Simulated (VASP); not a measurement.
# Be3GeF2 (R-3m) in VASP: relaxation of cell and atoms with PBE

Aim: the relaxation of cell and atoms of Be3GeF2 with PBE.

All numbers are computed with VASP 6.6.1; they aren't measurements. Logs are shortened: lines on timing, memory, paths and dates and some standing lists are left out, and cuts for length are marked.

### Step 1. The cell of the first run

The structure is trigonal, space group R-3m (No. 166). The conventional cell has a = 4.583 Å, b = 4.583 Å, c = 11.333 Å, α = 90.00°, β = 90.00°, γ = 120.00°. Be (site symmetry 2/m) has 2 F at 1.92 Å and 4 Be at 2.29 Å and 2 Ge at 2.29 Å within 2.5 Å. Ge (site symmetry -3m) has 6 Be at 2.29 Å and 8 F at 2.38 to 2.99 Å within 3.0 Å. F (site symmetry 3m) has 3 Be at 1.92 Å and 1 Ge at 2.38 Å within 2.5 Å.

### Step 2. Relaxation of cell and atoms, PBE

Input file INCAR:

```
SYSTEM = Be3GeF2
PREC = Accurate
ENCUT = 600
EDIFF = 1E-6
ISMEAR = 0
SIGMA = 0.01
LREAL = .False.
LASPH = .True.
NELM = 60
ALGO = Normal
ISIF = 3
LWAVE = .False.
LCHARG = .False.
GGA = PE
IBRION = 2
NSW = 100
EDIFFG = -0.01
```

Input file KPOINTS:

```
Automatic mesh
0
Gamma
  12 12 12
  0 0 0
```

Input file POSCAR:

```
Be3GeF2
1.0
    2.2915314912      1.3230163233      3.7777091933
   -2.2915314912      1.3230163233      3.7777091933
    0.0000000000     -2.6460326466      3.7777091933
Be Ge F
3 1 2
Direct
    0.0000000000      0.5000000000      0.0000000000
    0.5000000000      0.0000000000      0.0000000000
    0.0000000000      0.0000000000      0.5000000000
    0.5000000000      0.5000000000      0.5000000000
    0.7103817096      0.7103817096      0.7103817096
    0.2896182904      0.2896182904      0.2896182904
```

Potentials or basis: VASP PAW PBE potentials, release 64 (Be, Ge_d, F).

Launch:

```sh
cat potpaw_PBE.64/Be/POTCAR potpaw_PBE.64/Ge_d/POTCAR potpaw_PBE.64/F/POTCAR > POTCAR
mpirun -np 1 vasp_std > vasp.out
```

OUTCAR:

```text
SYSTEM = Be3GeF2
   PREC = Accurate
   ENCUT = 600
   EDIFF = 1E-6
   ISMEAR = 0
   LREAL = .False.
   LASPH = .True.
   NELM = 60
   ISIF = 3
   GGA = PE
   IBRION = 2
   NSW = 100
   EDIFFG = -0.01

 ion  position               nearest neighbor table
   1  0.000  0.500  0.000-   5 1.92   6 1.92   3 2.29   4 2.29   3 2.29   4 2.29   2 2.29   2 2.29

   2  0.500  0.000  0.000-   5 1.92   6 1.92   3 2.29   4 2.29   4 2.29   3 2.29   1 2.29   1 2.29

   3  0.000  0.000  0.500-   5 1.92   6 1.92   1 2.29   2 2.29   1 2.29   2 2.29   4 2.29   4 2.29

   4  0.500  0.500  0.500-   1 2.29   2 2.29   2 2.29   1 2.29   3 2.29   3 2.29   5 2.38   6 2.38

   5  0.710  0.710  0.710-   3 1.92   2 1.92   1 1.92   4 2.38
   6  0.290  0.290  0.290-   3 1.92   2 1.92   1 1.92   4 2.38

  LATTYP: Found a trigonal (rhomboedric) cell.
 ALAT       =     4.6122202372
 COS(alpha) =     0.5063017573

  Lattice vectors:

 A1 = (   2.2915314912,   1.3230163233,   3.7777091933)
 A2 = (  -2.2915314912,   1.3230163233,   3.7777091933)
 A3 = (   0.0000000000,  -2.6460326466,   3.7777091933)

Analysis of symmetry for initial positions (statically):
=====================================================================
 Subroutine PRICEL returns:
 Original cell was already a primitive cell.

 Routine SETGRP: Setting up the symmetry group for a
 trigonal (rhombohedral) supercell.

 Subroutine GETGRP returns: Found 12 space group operations
 (whereof 12 operations were pure point group operations)
 out of a pool of 12 trial point group operations.

The static configuration has the point symmetry D_3d.

Analysis of symmetry for dynamics (positions and initial velocities):
=====================================================================
 Subroutine PRICEL returns:
 Original cell was already a primitive cell.

 Routine SETGRP: Setting up the symmetry group for a
 trigonal (rhombohedral) supercell.

 Subroutine GETGRP returns: Found 12 space group operations
 (whereof 12 operations were pure point group operations)
 out of a pool of 12 trial point group operations.

The dynamic configuration has the point symmetry D_3d.

 Subroutine INISYM returns: Found 12 space group operations
 (whereof 12 operations are pure point group operations),
 and found     1 'primitive' translations

----------------------------------------------------------------------------------------

                                     Primitive cell

  volume of cell :      68.7180

  direct lattice vectors                    reciprocal lattice vectors
     2.291531491  1.323016323  3.777709193     0.218194689  0.125974762  0.088236896
    -2.291531491  1.323016323  3.777709193    -0.218194689  0.125974762  0.088236896
     0.000000000 -2.646032647  3.777709193     0.000000000 -0.251949524  0.088236896

  length of vectors
     4.612220237  4.612220237  4.612220237     0.266953765  0.266953765  0.266953765

  position of ions in fractional coordinates (direct lattice)
     0.000000000  0.500000000  0.000000000
     0.500000000  0.000000000  0.000000000
     0.000000000  0.000000000  0.500000000
     0.500000000  0.500000000  0.500000000
     0.710381710  0.710381710  0.710381710
     0.289618290  0.289618290  0.289618290

  ion indices of the primitive-cell ions
   primitive index   ion index
                 1           1
                 2           2
                 3           3
                 4           4
                 5           5
                 6           6

----------------------------------------------------------------------------------------

 KPOINTS: Automatic mesh

Automatic generation of k-mesh.
 Grid dimensions read from file:
 generate k-points for:   12   12   12

 Generating k-lattice:

  Cartesian coordinates                     Fractional coordinates (reciprocal lattice)
     0.018182891  0.010497897  0.007353075     0.083333333  0.000000000  0.000000000
    -0.018182891  0.010497897  0.007353075     0.000000000  0.083333333  0.000000000
     0.000000000 -0.020995794  0.007353075     0.000000000  0.000000000  0.083333333

  Length of vectors
     0.022246147  0.022246147  0.022246147

  Shift w.r.t. Gamma in fractional coordinates (k-lattice)
     0.000000000  0.000000000  0.000000000

 Subroutine IBZKPT returns following result:
 ===========================================

 Found    189 irreducible k-points:

 Following reciprocal coordinates:
            Coordinates               Weight
  0.000000  0.000000  0.000000      1.000000
  0.083333  0.000000  0.000000      6.000000
  0.166667 -0.000000  0.000000      6.000000
  0.250000 -0.000000  0.000000      6.000000
  0.333333 -0.000000  0.000000      6.000000
  0.416667 -0.000000  0.000000      6.000000
[... 16 lines left out ...]
  0.500000  0.166667  0.000000     12.000000
 -0.416667  0.166667  0.000000     12.000000
 [... further k-points ...]
   k-points           NKPTS =    189   k-points in BZ     NKDIM =    189   number of bands    NBANDS=     21
   number of dos      NEDOS =    301   number of ions     NIONS =      6
   total plane-waves  NPLWV =  64000
   dimension x,y,z NGX =    40 NGY =   40 NGZ =   40
   dimension x,y,z NGXF=    80 NGYF=   80 NGZF=   80
   ions per type =               3   1   2
   NGX,Y,Z   is equivalent  to a cutoff of  14.42, 14.42, 14.42 a.u.
   NGXF,Y,Z  is equivalent  to a cutoff of  28.84, 28.84, 28.84 a.u.
 SYSTEM =  Be3GeF2
   PREC   = accura    normal or accurate (medium, high low for compatibility)
   ISTART =      0    job   : 0-new  1-cont  2-samecut
   ICHARG =      2    charge: 1-file 2-atom 10-const
   ISPIN  =      1    spin polarized calculation?
   LNONCOLLINEAR =      F non collinear calculations
   LSORBIT =      F    spin-orbit coupling
   LASPH  =      T    aspherical Exc in radial PAW
   ENCUT  =  600.0 eV  44.10 Ry    6.64 a.u.   9.21  9.21  9.21*2*pi/ulx,y,z
   NELM   =     60;   NELMIN=  2; NELMDL= -5     # of ELM steps
   EDIFF  = 0.1E-05   stopping-criterion for ELM
   LREAL  =      F    real-space projection
   EDIFFG = -.1E-01   stopping-criterion for IOM
   NSW    =    100    number of steps for IOM
   IBRION =      2    ionic relax: 0-MD 1-quasi-New 2-CG
   NFREE  =      1    steps in history (QN), initial steepest desc. (CG)
   ISIF   =      3    stress and relaxation
   ISYM   =      2    0-nonsym 1-usesym 2-fastsym
   POTIM  = 0.5000    time-step for ionic-motion
   TEBEG  =    0.0;   TEEND  =   0.0 temperature during run
   PSTRESS=    0.0 pullay stress
   NELECT =      34.0000    total number of electrons
   NUPDOWN=      -1.0000    fix difference up-down
   EMIN   =  10.00;   EMAX   =-10.00  energy-range for DOS
   EFERMI =   0.00;   METHOD = LEGACY
   ISMEAR =     0;   SIGMA  =   0.01  broadening in eV -4-tet -1-fermi 0-gaus
   EFERMI_NEDOS =   21; number of points for ismear=-14 and -15
   IALGO  =     38    algorithm
   IMIX   =      4    mixing-type and parameters
     AMIX     =   0.40;   BMIX     =  1.00
     AMIX_MAG =   1.60;   BMIX_MAG =  1.00
  volume/ion in A,a.u.               =      11.45        77.29
  Fermi-wavevector in a.u.,A,eV,Ry     =   1.294824  2.446863 22.811122  1.676570
  Thomas-Fermi vector in A             =   2.426383
   LORBIT       =      0    0 simple, 1 ext, 2 COOP (PROOUT), +10 PAW based schemes
   GGA     = PE    functional components
   LHFCALC =     F    Hartree Fock is set to
   AEXX    =    0.0000 exact exchange contribution
   IVDW    =     0    specifies the selected vdW correction
   LEPSILON=     F    determine dielectric tensor
   LRPA    =     F    only Hartree local field effects (RPA)
 conjugate gradient relaxation of ions
 non-spin polarized calculation
 Gauss-broadening in eV      SIGMA  =   0.01
  energy-cutoff  :      600.00
  volume of cell :       68.72
 maximum number of plane-waves:      2307
 NGX is ok and might be reduce to    40
   NGX = 19   NGY = 19   NGZ = 19

--------------------------------------- Ionic step        1  -------------------------------------------

 number of electron      34.0000009 magnetization

 Free energy of the ion-electron system (eV)
  ---------------------------------------------------
  ext. energy  EPLUGINS =         0.00000000
  ---------------------------------------------------
  free energy    TOTEN  =       -24.02409866 eV

  energy without entropy =      -24.02405983  energy(sigma->0) =      -24.02407925

------------------------ aborting loop because EDIFF is reached ----------------------------------------

  FORCE on cell =-STRESS in cart. coord.  units (eV):
  Direction    XX          YY          ZZ          XY          YZ          ZX
  --------------------------------------------------------------------------------------
  -------------------------------------------------------------------------------------
  Total        0.0392095      0.0392095      0.0196471      0.0000000      0.0000000      0.0000000
  in kB        0.9141777      0.9141777      0.4580766      0.0000000      0.0000000      0.0000000
  external PRESSURE =       0.7621440 kB  Pullay stress =       0.0000000 kB
[... 105 lines left out ...]
  energy  without entropy=      -24.0248245078  energy(sigma->0) =      -24.02483821

--------------------------------------- Ionic step        4  -------------------------------------------

 number of electron      34.0000009 magnetization

 E-fermi :   4.7744     XC(G=0):  -9.9987

 val. band max:        4.7680957818   @ k =  -0.4167  -0.4167   0.3333
 cond. band min:       4.7804442088   @ k =  -0.3333   0.3333   0.0000
 fundamental gap:      0.0123484270
 Fermi energy:         4.7744089337

 k-point     1 :       0.0000    0.0000    0.0000
  band No.  band energies     occupation
      1     -20.7625      2.00000
      2     -20.4186      2.00000
      3     -20.4186      2.00000
      4     -20.4161      2.00000
      5     -20.3359      2.00000
      6     -20.2236      2.00000
[... 550 lines left out ...]
      5     -20.3306      2.00000
      6     -20.2210      2.00000
[... 13 lines left out ...]
     20       9.1228      0.00000
     21      10.0008      0.00000

 [... further k-points ...]

------------------------ aborting loop because EDIFF is reached ----------------------------------------

  FORCE on cell =-STRESS in cart. coord.  units (eV):
  Direction    XX          YY          ZZ          XY          YZ          ZX
  --------------------------------------------------------------------------------------
  -------------------------------------------------------------------------------------
  Total       -0.0891433     -0.0891433     -0.1214148      0.0000000      0.0000000      0.0000000
  in kB       -2.0749634     -2.0749634     -2.8261386      0.0000000      0.0000000      0.0000000
  external PRESSURE =      -2.3253551 kB  Pullay stress =       0.0000000 kB
[... 105 lines left out ...]
  energy  without entropy=      -24.0254968555  energy(sigma->0) =      -24.02551335

--------------------------------------- Ionic step        7  -------------------------------------------

 number of electron      34.0000007 magnetization

 Free energy of the ion-electron system (eV)
  ---------------------------------------------------
  ext. energy  EPLUGINS =         0.00000000
  ---------------------------------------------------
  free energy    TOTEN  =       -24.02559148 eV

  energy without entropy =      -24.02555413  energy(sigma->0) =      -24.02557280

 E-fermi :   4.8198     XC(G=0): -10.0239

 val. band max:        4.8174155696   @ k =  -0.4167  -0.4167   0.3333
 cond. band min:       4.8221992813   @ k =  -0.3333   0.3333   0.0000
 fundamental gap:      0.0047837117
 Fermi energy:         4.8198273146

 k-point     1 :       0.0000    0.0000    0.0000
  band No.  band energies     occupation
      1     -20.7337      2.00000
      2     -20.3771      2.00000
      3     -20.3771      2.00000
      4     -20.3664      2.00000
      5     -20.2858      2.00000
      6     -20.1826      2.00000
[... 550 lines left out ...]
      5     -20.2804      2.00000
      6     -20.1799      2.00000
[... 13 lines left out ...]
     20       9.1692      0.00000
     21      10.0414      0.00000

 [... further k-points ...]

------------------------ aborting loop because EDIFF is reached ----------------------------------------

  FORCE on cell =-STRESS in cart. coord.  units (eV):
  Direction    XX          YY          ZZ          XY          YZ          ZX
  --------------------------------------------------------------------------------------
  -------------------------------------------------------------------------------------
  Total        0.0301998      0.0301998     -0.0560322      0.0000000      0.0000000     -0.0000000
  in kB        0.7066710      0.7066710     -1.3111447      0.0000000      0.0000000     -0.0000000
  external PRESSURE =       0.0340658 kB  Pullay stress =       0.0000000 kB
[... 21 lines left out ...]
  FREE ENERGIE OF THE ION-ELECTRON SYSTEM (eV)
  ---------------------------------------------------
  free  energy   TOTEN  =       -24.0255914759 eV

  energy  without entropy=      -24.0255541260  energy(sigma->0) =      -24.02557280

 reached required accuracy - stopping structural energy minimisation
```

It took 47 min on 1 thread of Intel Xeon 8259CL, shared host; peak memory 0.47 GiB.

Results:

```yaml
Free_energy: -24.0256 eV
Relaxed_volume: 11.41 Å³/atom
Relaxed_cell: a = 4.603 Å, b = 4.603 Å, c = 4.603 Å, α = 59.67°, β = 59.67°, γ = 59.67°
Space_group_after_relaxing_to_0.1_Å: R-3m (No. 166)
Energy_gained_by_relaxing: 0.2 meV/atom
Ionic_steps: 7
Pressure_after_relaxing: 0.0 GPa
Band_gap_on_the_k_mesh: zero (filled and empty bands overlap)
```

Forces on the atoms (eV/Å):
```
Be   0.000  0.000  0.000
Be   0.000  0.000  0.000
Be   0.000  0.000  0.000
Ge   0.000  0.000  0.000
F    0.000  0.000  0.002
F    0.000  0.000 -0.002
```

The path:
```tsv
step	energy change (eV)	largest force (eV/Å)	pressure (GPa)	volume (Å³)
1	0.0000	0.0638	0.08	68.72
2	-0.0004	0.0515	-0.05	68.77
3	-0.0008	0.0188	-0.35	68.91
4	-0.0010	0.0157	-0.23	68.83
5	-0.0012	0.0103	-0.13	68.72
6	-0.0014	0.0026	-0.01	68.49
7	-0.0015	0.0023	0.00	68.47
```

Final structure:
```cif
data_structure
_symmetry_space_group_name_H-M 'P 1'
_symmetry_Int_Tables_number 1
_cell_length_a 4.6034
_cell_length_b 4.6034
_cell_length_c 4.6034
_cell_angle_alpha 59.674
_cell_angle_beta 59.674
_cell_angle_gamma 59.674
_cell_volume 68.47
loop_
_atom_site_label
_atom_site_type_symbol
_atom_site_fract_x
_atom_site_fract_y
_atom_site_fract_z
_atom_site_occupancy
Be1 Be 0.00000 0.50000 0.00000 1
Be2 Be 0.50000 0.00000 0.00000 1
Be3 Be 0.00000 0.00000 0.50000 1
Ge1 Ge 0.50000 0.50000 0.50000 1
F1 F 0.70828 0.70828 0.70828 1
F2 F 0.29172 0.29172 0.29172 1
```

Levels at points of the mesh, in eV from the Fermi level:
| k point | band 14 | band 15 | band 16 | band 17 | band 18 | band 19 | band 20 | band 21 |
| --- | --- | --- | --- | --- | --- | --- | --- | --- |
| (0.00, 0.00, 0.00) | -6.53 | -3.69 | -3.69 | -1.65 | 0.96 | 3.62 | 3.78 | 3.78 |
| (0.50, 0.00, 0.00) | -5.88 | -3.55 | -3.14 | -0.75 | 1.74 | 3.53 | 3.84 | 3.99 |
| (0.50, 0.50, 0.00) | -6.17 | -4.07 | -2.36 | -1.66 | 1.20 | 3.67 | 4.19 | 4.20 |
| (0.50, 0.50, 0.50) | -5.16 | -2.90 | -2.90 | -2.12 | 0.58 | 0.98 | 3.45 | 3.45 |
